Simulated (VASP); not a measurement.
# BeTe (F-43m) in VASP: notebook, part 2 of 2

VASP 6.6.1. Earlier steps stand in the parts before.

## Step 4: Relaxation of cell and atoms, r2SCAN+rVV10

POSCAR

```
BeTe
1.0
    0.0000000000      2.7700000000      2.7700000000
    2.7700000000      0.0000000000      2.7700000000
    2.7700000000      2.7700000000      0.0000000000
Te Be
1 1
Direct
    0.7500000000      0.7500000000      0.7500000000
    0.0000000000      0.0000000000      0.0000000000
```

INCAR.step1

```
SYSTEM = BeTe
PREC = Accurate ; ENCUT = 600
ISMEAR = -1 ; SIGMA = 0.05
LREAL = .False. ; LASPH = .True.
NELM = 80 ; GGA = PE
ALGO = Normal ; EDIFF = 1E-4
LWAVE = .True. ; LCHARG = .False.
```

INCAR.step2

```
SYSTEM = BeTe
PREC = Accurate ; ENCUT = 600
EDIFF = 1E-7 ; ISMEAR = -1
SIGMA = 0.05 ; LREAL = .False.
LASPH = .True. ; NELM = 80
ALGO = Normal ; ISIF = 3
LWAVE = .False. ; LCHARG = .False.
METAGGA = R2SCAN ; LMIXTAU = .True.
LUSE_VDW = .True. ; IVDW_NL = 2
BPARAM = 11.95 ; CPARAM = 0.0093
IBRION = 2 ; NSW = 60
EDIFFG = -0.01 ; ISTART = 1
```

KPOINTS

```
Automatic mesh
0
Gamma
  8 8 8
  0 0 0
```

Potentials or basis: VASP PAW PBE potentials, release 64 (Te, Be).

Command:

```
cat potpaw_PBE.64/Te/POTCAR potpaw_PBE.64/Be/POTCAR > POTCAR
cp INCAR.step1 INCAR
mpirun -np 1 vasp_std > vasp.out
cp INCAR.step2 INCAR
mpirun -np 1 vasp_std > vasp.out
```

OUTCAR:

```text
SYSTEM = BeTe
   PREC = Accurate
   ENCUT = 600
   EDIFF = 1E-7
   ISMEAR = -1
   LREAL = .False.
   LASPH = .True.
   NELM = 80
   ISIF = 3
   METAGGA = R2SCAN
   IVDW_NL = 2
   BPARAM = 11.95
   IBRION = 2
   NSW = 60
   EDIFFG = -0.01
   ISTART = 1

 ion  position               nearest neighbor table
   1  0.750  0.750  0.750-   2 2.40   2 2.40   2 2.40   2 2.40
   2  0.000  0.000  0.000-   1 2.40   1 2.40   1 2.40   1 2.40

  LATTYP: Found a face centered cubic cell.
 ALAT       =     5.5400000000

  Lattice vectors:

 A1 = (   0.0000000000,   2.7700000000,   2.7700000000)
 A2 = (   2.7700000000,   0.0000000000,   2.7700000000)
 A3 = (   2.7700000000,   2.7700000000,   0.0000000000)

Analysis of symmetry for initial positions (statically):
=====================================================================
 Subroutine PRICEL returns:
 Original cell was already a primitive cell.

 Routine SETGRP: Setting up the symmetry group for a
 face centered cubic supercell.

 Subroutine GETGRP returns: Found 24 space group operations
 (whereof 24 operations were pure point group operations)
[... 174 lines left out ...]
  Total        1.0363271      1.0363271      1.0363271     -0.0000000      0.0000000      0.0000000
  in kB       39.0605296     39.0605296     39.0605296     -0.0000000      0.0000000      0.0000000
  external PRESSURE =      39.0605296 kB  Pullay stress =       0.0000000 kB
[... 59 lines left out ...]
--------------------------------------- Ionic step        3  -------------------------------------------

 number of electron       8.0000000 magnetization

 Free energy of the ion-electron system (eV)
  ---------------------------------------------------
  ext. energy  EPLUGINS =         0.00000000
  ---------------------------------------------------
  free energy    TOTEN  =       -30.50514320 eV

  energy without entropy =      -30.50514320  energy(sigma->0) =      -30.50514320

 E-fermi :   5.7821     XC(G=0):  -9.4918

 val. band max:        4.8493969645   @ k =   0.0000   0.0000   0.0000
 cond. band min:       7.1433269844   @ k =   0.5000   0.5000   0.0000
 fundamental gap:      2.2939300199
 Fermi energy:         5.7821349607

 k-point     1 :       0.0000    0.0000    0.0000
  band No.  band energies     occupation
      1      -7.8931      2.00000
      2       4.8494      2.00000
      3       4.8494      2.00000
      4       4.8494      2.00000
      5       8.8581      0.00000
      6       8.8581      0.00000
      7       8.8581      0.00000
      8       9.2597      0.00000
[... 243 lines left out ...]
 k-point    24 :      -0.3750    0.2500    0.1250
  band No.  band energies     occupation
      1      -6.2070      2.00000
      2      -0.4517      2.00000
      3       1.8730      2.00000
      4       2.8972      2.00000
      5       9.5025      0.00000
      6       9.6072      0.00000
      7      12.0867      0.00000
      8      13.2278      0.00000

 [... further k-points ...]

------------------------ aborting loop because EDIFF is reached ----------------------------------------

  FORCE on cell =-STRESS in cart. coord.  units (eV):
  Direction    XX          YY          ZZ          XY          YZ          ZX
  --------------------------------------------------------------------------------------
  -------------------------------------------------------------------------------------
  Total        0.0015806      0.0015806      0.0015806      0.0000000      0.0000000     -0.0000000
  in kB        0.0562573      0.0562573      0.0562573      0.0000000      0.0000000     -0.0000000
  external PRESSURE =       0.0562573 kB  Pullay stress =       0.0000000 kB
[... 17 lines left out ...]
  FREE ENERGIE OF THE ION-ELECTRON SYSTEM (eV)
  ---------------------------------------------------
  free  energy   TOTEN  =       -30.5051431982 eV

  energy  without entropy=      -30.5051431981  energy(sigma->0) =      -30.50514320

 reached required accuracy - stopping structural energy minimisation
```

OSZICAR.step1:

```text
N       E                     dE             d eps       ncg     rms          rms(c)
DAV:   1     0.225747516051E+02    0.22575E+02   -0.36704E+03   464   0.895E+02
DAV:   2    -0.695382131389E+01   -0.29529E+02   -0.28285E+02   640   0.107E+02
DAV:   3    -0.775422880749E+01   -0.80041E+00   -0.80041E+00   552   0.234E+01
DAV:   4    -0.775996835955E+01   -0.57396E-02   -0.57396E-02   752   0.228E+00
DAV:   5    -0.775997572587E+01   -0.73663E-05   -0.73662E-05   600   0.638E-02    0.445E+00
DAV:   6    -0.762320724931E+01    0.13677E+00   -0.20036E-01   568   0.236E+00    0.265E+00
DAV:   7    -0.758412932904E+01    0.39078E-01   -0.14209E-01   624   0.206E+00    0.563E-01
DAV:   8    -0.758451673723E+01   -0.38741E-03   -0.67086E-03   504   0.595E-01    0.100E-01
DAV:   9    -0.758477866094E+01   -0.26192E-03   -0.40501E-04   648   0.160E-01    0.262E-02
DAV:  10    -0.758481512778E+01   -0.36467E-04   -0.65533E-05   480   0.500E-02
   1 F= -.75848151E+01 E0= -.75848151E+01  d E =-.241131E-09
```

Wall time 3.9 min (1 thread of Intel Xeon 6975P-C, shared host); peak memory 0.34 GiB.

What came out:

```
Free energy                            : -30.5051 eV
Relaxed volume                         : 22.51 Å³/atom
Relaxed cell                           : a = 3.993 Å, b = 3.993 Å, c = 3.993 Å, α = 60.00°, β = 60.00°, γ = 60.00°
Space group after relaxing (to 0.05 Å) : F-43m (No. 216)
Energy gained by relaxing              : 14.6 meV/atom
Ionic steps                            : 3
Pressure after relaxing                : 0.0 GPa
Band gap on the k mesh                 : 2.29 eV, indirect (least direct gap 4.01 eV)
```

Step by step:
```tsv
step	energy change (eV)	largest force (eV/Å)	pressure (GPa)	volume (Å³)
1	0.0000	0.0000	3.91	42.51
2	-0.0269	0.0000	-0.99	45.78
3	-0.0293	0.0000	0.01	45.01
```

Final structure:
```
CELL_PARAMETERS angstrom
0.00000 2.82339 2.82339
2.82339 0.00000 2.82339
2.82339 2.82339 0.00000
ATOMIC_POSITIONS crystal
Te 0.75000 0.75000 0.75000
Be 0.00000 0.00000 0.00000
```

Caveat: the PAW data sets were made with another functional, which shifts forces and pressure a little; spin-orbit coupling is left out, which moves the levels of the heavy elements. Zero-point motion and thermal expansion aren't in these numbers.

## Step 5: Single point, PBE

INCAR

```
SYSTEM = BeTe
ALGO = Normal ; EDIFF = 1E-6
ENCUT = 520 ; GGA = PE
ISIF = 2 ; ISMEAR = -1
LASPH = .TRUE. ; LCHARG = .FALSE.
LREAL = .FALSE. ; LWAVE = .FALSE.
NBANDS = 11 ; NELM = 100
PREC = Accurate ; SIGMA = 0.05
```

KPOINTS

```
k-points
0
G
  4 4 4
  0 0 0
```

POSCAR is that of step 4.

Potentials or basis: VASP PAW PBE potentials, release 64 (Te, Be).

Command:

```
cat potpaw_PBE.64/Te/POTCAR potpaw_PBE.64/Be/POTCAR > POTCAR
mpirun -np 1 vasp_std > vasp.out
```

OUTCAR:

```text
SYSTEM = BeTe
   EDIFF = 1E-6
   ENCUT = 520
   GGA = PE
   ISIF = 2
   ISMEAR = -1
   LASPH = .TRUE.
   LREAL = .FALSE.
   NELM = 100
   PREC = Accurate

 ion  position               nearest neighbor table
   1  0.750  0.750  0.750-   2 2.40   2 2.40   2 2.40   2 2.40
   2  0.000  0.000  0.000-   1 2.40   1 2.40   1 2.40   1 2.40

  LATTYP: Found a face centered cubic cell.
 ALAT       =     5.5400000000

  Lattice vectors:

 A1 = (   0.0000000000,   2.7700000000,   2.7700000000)
[... 279 lines left out ...]
------------------------ aborting loop because EDIFF is reached ----------------------------------------

  FORCE on cell =-STRESS in cart. coord.  units (eV):
  Direction    XX          YY          ZZ          XY          YZ          ZX
  --------------------------------------------------------------------------------------
  -------------------------------------------------------------------------------------
  Total        1.3174913      1.3174913      1.3174913     -0.0000000     -0.0000000     -0.0000000
  in kB       49.6579772     49.6579772     49.6579772     -0.0000000     -0.0000000     -0.0000000
  external PRESSURE =      49.6579772 kB  Pullay stress =       0.0000000 kB

 VOLUME and BASIS-vectors are now :
 -----------------------------------------------------------------------------
  energy-cutoff  :      520.00
  volume of cell :       42.51
      direct lattice vectors                 reciprocal lattice vectors
     0.000000000  2.770000000  2.770000000    -0.180505415  0.180505415  0.180505415
     2.770000000  0.000000000  2.770000000     0.180505415 -0.180505415  0.180505415
     2.770000000  2.770000000  0.000000000     0.180505415  0.180505415 -0.180505415

 POSITION                                       TOTAL-FORCE (eV/Angst)
 -----------------------------------------------------------------------------------
      4.15500      4.15500      4.15500        -0.000000     -0.000000     -0.000000
      0.00000      0.00000      0.00000         0.000000      0.000000      0.000000
 -----------------------------------------------------------------------------------
    total drift:                               -0.000000     -0.000000     -0.000000

  FREE ENERGIE OF THE ION-ELECTRON SYSTEM (eV)
  ---------------------------------------------------
  free  energy   TOTEN  =        -7.4996125538 eV

  energy  without entropy=       -7.4996125519  energy(sigma->0) =       -7.49961255
```

Wall time 9.9 s (1 thread of Intel Xeon 8259CL, shared host); peak memory 0.16 GiB.

Results:

```yaml
Free_energy: -7.4996 eV
Pressure: 5.0 GPa
Band_gap_on_the_k_mesh: 1.84 eV, indirect (least direct gap 3.55 eV)
```

Caveat: the k points lie up to 0.49 Å⁻¹ apart; spin-orbit coupling is left out, which moves the levels of the heavy elements. A hybrid or GW would open this gap; PBE tends to underestimate it.

## Step 6: Single point, LDA

This run uses another cell than the first one, of 20.40 Å³/atom, 0.960 times its volume.

INCAR

```
SYSTEM = BeTe
ALGO = Normal
EDIFF = 1E-6
ENCUT = 520
GGA = CA
ISIF = 2
ISMEAR = -1
LASPH = .True.
LCHARG = .True.
LELF = .True.
LREAL = .False.
LVHAR = .True.
LWAVE = .False.
NBANDS = 11
NELM = 80
PREC = Accurate
SIGMA = 0.05
```

KPOINTS

```
k-points
0
Gamma
  8 8 8
  0 0 0
```

POSCAR

```
BeTe
1.0
    0.0000000000      2.7325629784      2.7325629784
    2.7325629784      0.0000000000      2.7325629784
    2.7325629784      2.7325629784      0.0000000000
Te Be
1 1
Direct
    0.7500000000      0.7500000000      0.7500000000
    0.0000000000      0.0000000000      0.0000000000
```

Potentials or basis: VASP PAW LDA potentials, release 64 (Te, Be).

Command:

```
cat potpaw_LDA.64/Te/POTCAR potpaw_LDA.64/Be/POTCAR > POTCAR
mpirun -np 1 vasp_std > vasp.out
```

It took 18 s on 1 thread of Intel Xeon 8259CL, shared host; peak memory 0.15 GiB.

It converged, with:

| Quantity | Value |
| --- | --- |
| Free energy | -8.7017 eV |
| Pressure | 3.8 GPa |
| Band gap on the k mesh | 1.65 eV, indirect (least direct gap 3.50 eV) |

Levels at points of the mesh, in eV from the valence-band top:
| k point | band 1 | band 2 | band 3 | band 4 | band 5 | band 6 | band 7 | band 8 | band 9 |
| --- | --- | --- | --- | --- | --- | --- | --- | --- | --- |
| (0.00, 0.00, 0.00) | -12.94 | 0.00 | 0.00 | 0.00 | 3.50 | 3.50 | 3.50 | 4.41 | 8.32 |
| (0.50, 0.00, 0.00) | -11.38 | -6.14 | -1.29 | -1.29 | 3.31 | 4.51 | 4.51 | 7.61 | 11.15 |
| (0.50, 0.50, 0.00) | -10.80 | -5.58 | -3.00 | -3.00 | 1.65 | 2.52 | 10.17 | 10.17 | 11.90 |

Caveat: spin-orbit coupling is left out, which moves the levels of the heavy elements.

## Step 7: Overview

| task | level | potentials or basis | spin | cell | k mesh | cutoff (eV) | gap on the mesh (eV) | pressure (GPa) |
| --- | --- | --- | --- | --- | --- | --- | --- | --- |
| single point | PBE | VASP PAW PBE potentials, release 64 (Te, Be) | off | a = 3.917 Å, angles 60.0°, 2 atoms | 15 × 15 × 15 | 520 | 1.86 | 4.4 |
| single point | PBE | VASP PAW PBE potentials, release 64 (Te, Be) | non-collinear, zero start, SOC | a = 3.917 Å, angles 60.0°, 2 atoms | 8 × 8 × 8 | 520 | - | 4.5 |
| relaxation of cell and atoms | r2SCAN+rVV10 | VASP PAW PBE potentials, release 64 (Te, Be) | off | relaxed from a = 3.917 Å, angles 60.0°, 2 atoms | 8 × 8 × 8 | 600 | 2.29 | 0.0 |
| single point | PBE | VASP PAW PBE potentials, release 64 (Te, Be) | off | a = 3.917 Å, angles 60.0°, 2 atoms | 4 × 4 × 4 | 520 | 1.84 | 5.0 |
| single point | LDA | VASP PAW LDA potentials, release 64 (Te, Be) | off | a = 3.864 Å, angles 60.0°, 2 atoms | 8 × 8 × 8 | 520 | 1.65 | 3.8 |

Alike in all rows: smearing fermi-dirac 0.05 eV.

Caveats: some runs use coarse meshes; spin-orbit coupling is left out, which moves the levels of the heavy elements (some runs); the PAW data sets were made with another functional, which shifts forces and pressure a little (some runs).

Total energies depend on the potentials used, so only differences within one code and one set of settings carry meaning.
